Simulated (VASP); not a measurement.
## C: single point with PBE+D3(BJ)

Crystal: C.

```
C
1.0
     1.22803    0.70900    3.34701
    -1.22803    0.70900    3.34701
     0.00000   -1.41801    3.34701
C
2
Direct
  0.83340 0.83340 0.83340
  0.16660 0.16660 0.16660
```

* Program: VASP 6.6.1
* Task: single point
* Functional: PBE
* Dispersion: D3(BJ)
* Potentials or basis: VASP PAW PBE potentials, release 64 (C)
* Cutoff: 520 eV
* k mesh: 15 × 15 × 15
* Occupations: gaussian, width 0.02 eV
* Spin: no spin polarisation

```json
{"Pressure": "3.7 GPa", "Band gap on the k mesh": "0.66 eV, direct", "Dispersion energy per atom": "-0.157 eV"}
```

Stress tensor (GPa, compression positive):
```
5.59 0.00 0.00
0.00 5.59 0.00
0.00 0.00 0.03
```

Levels at points of the mesh, in eV from the valence-band top:
| k point | band 1 | band 2 | band 3 | band 4 | band 5 | band 6 | band 7 | band 8 | band 9 |
| --- | --- | --- | --- | --- | --- | --- | --- | --- | --- |
| (0.00, 0.00, 0.00) | -19.42 | -6.28 | -2.67 | -2.67 | 4.59 | 8.77 | 8.77 | 11.82 | 13.23 |

Run time: 77 s on 1 thread of AMD EPYC 7R43 64-Core Processor (Zen 3) (shared host), peak memory 0.16 GiB.

A k mesh can miss the band edges.
